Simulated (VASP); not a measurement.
Crystal: Y3Zr2F.

```xyz
6
Lattice="5.5614 0.0000 0.0000 -2.7807 4.8163 0.0000 0.0000 0.0000 4.0610" Properties=species:S:1:pos:R:3 pbc="T T T"
Y    -1.3903    2.4082    2.0305
Y     2.7807    0.0000    2.0305
Y     1.3903    2.4082    2.0305
Zr    0.0000    3.2109    0.0000
Zr    2.7807    1.6054    0.0000
F     0.0000    0.0000    0.0000
```

The cell was generated, and may not be a known phase.

| Quantity | Value |
| --- | --- |
| Program | VASP 6.6.1 |
| Task | relaxation of cell and atoms |
| Functional | PBE |
| Potentials or basis | VASP PAW PBE potentials, release 64 (Y_sv, Zr_sv, F_h) |
| Cutoff | 1350 eV |
| k mesh | 6 × 6 × 4 |
| Occupations | gaussian, width 0.1 eV |
| Spin | no spin polarisation |

At the start: pressure 42.4 GPa; volume 18.13 Å³/atom.

Question: Where does the relaxation end?

Answer: Over 9 steps the energy falls by 1216.4 meV/atom and the volume is 30.87 Å³/atom (+70.3 %); space group P6/mmm (No. 191, to 0.1 Å) before and after.

Step by step:
```tsv
step	energy change (eV)	largest force (eV/Å)	pressure (GPa)	volume (Å³)
1	0.0000	0.0000	42.44	108.78
2	-7.1753	0.0000	-1.94	202.82
3	-7.2478	0.0000	0.73	184.84
4	-7.2593	0.0000	-0.05	189.61
5	-7.2613	0.0000	-0.05	189.37
6	-7.2688	0.0000	-0.04	188.63
7	-7.2859	0.0000	-0.03	187.09
8	-7.2952	0.0000	0.09	183.74
9	-7.2984	0.0000	0.02	185.22
```

Final structure:
```yaml
crystal:
  lattice:
    - [6.31770, 0.00000, 0.00000]
    - [-3.15885, 5.47129, 0.00000]
    - [0.00000, 0.00000, 5.35858]
  atoms:
    - { symbol: Y, position: [0.00000, 0.50000, 0.50000] }
    - { symbol: Y, position: [0.50000, 0.00000, 0.50000] }
    - { symbol: Y, position: [0.50000, 0.50000, 0.50000] }
    - { symbol: Zr, position: [0.33333, 0.66667, 0.00000] }
    - { symbol: Zr, position: [0.66667, 0.33333, 0.00000] }
    - { symbol: F, position: [0.00000, 0.00000, 0.00000] }
```

Caveat: the k points lie up to 0.29 Å⁻¹ apart in the final cell; the volume moved by over 15 % at a fixed basis, so the end points are rough.
